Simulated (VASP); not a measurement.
A run of VASP 6.6.1 is set up as follows.

The input INCAR:

```
ALGO = Normal
EDIFF = 1E-7
ENCUT = 520
GGA = PS
ISIF = 2
ISMEAR = 0
LASPH = T
LCHARG = T
LELF = T
LREAL = F
LVHAR = T
LWAVE = F
NBANDS = 62
NELM = 60
PREC = Accurate
SIGMA = 0.1
```

The input KPOINTS:

```
k-points
0
Gamma
  8 8 8
```

The input POSCAR:

```
TiNb3O8
1.0
   -4.8113943083      0.0339632591      2.9419643551
    4.8113943083     -0.0339632591      2.9419643551
   -0.0339632591      4.8113943083     -2.9419643551
Nb Ti O
3 1 8
Direct
    0.0059403884      0.0059403884      0.0000000000
    0.4940596116      0.4940596116      0.0000000000
    0.2500000000      0.7500000000      0.5000000000
    0.7500000000      0.2500000000      0.5000000000
   -0.0037617002      0.2949319856      0.2986936858
    0.5037617002      0.8024553859      0.2986936858
    0.5432528688      0.7500000000      0.7932528688
    0.0401598217      0.2500000000      0.7901598217
   -0.0037617002      0.6975446141      0.7013063142
    0.5037617002      0.2050680144      0.7013063142
    0.9567471312      0.7500000000      0.2067471312
    0.4598401783      0.2500000000      0.2098401783
```

Potentials or basis: VASP PAW PBE potentials, release 64 (Nb_sv, Ti_sv, O).

The run is started by

```console
$ cat potpaw_PBE.64/Nb_sv/POTCAR potpaw_PBE.64/Ti_sv/POTCAR potpaw_PBE.64/O/POTCAR > POTCAR
$ mpirun -np 1 vasp_std > vasp.out
```

Estimate the band gap on the k mesh.

zero (an odd number of electrons rules out a gap without spin polarisation).

What does it give for the pressure?

-0.2 GPa.

Estimate the largest force.

0.053 eV/Å.

Stress tensor (GPa, compression positive):
```
-0.24 -0.02  0.00
-0.02 -0.24  0.00
 0.00  0.00 -0.08
```

Caveat: the PAW data sets were made with another functional, which shifts forces and pressure a little; an odd number of electrons without spin polarisation forces a metal; a magnetic or distorted state may lie lower; semilocal functionals often make such compounds metallic where correlation or magnetic order opens a gap, which also shifts bond lengths.
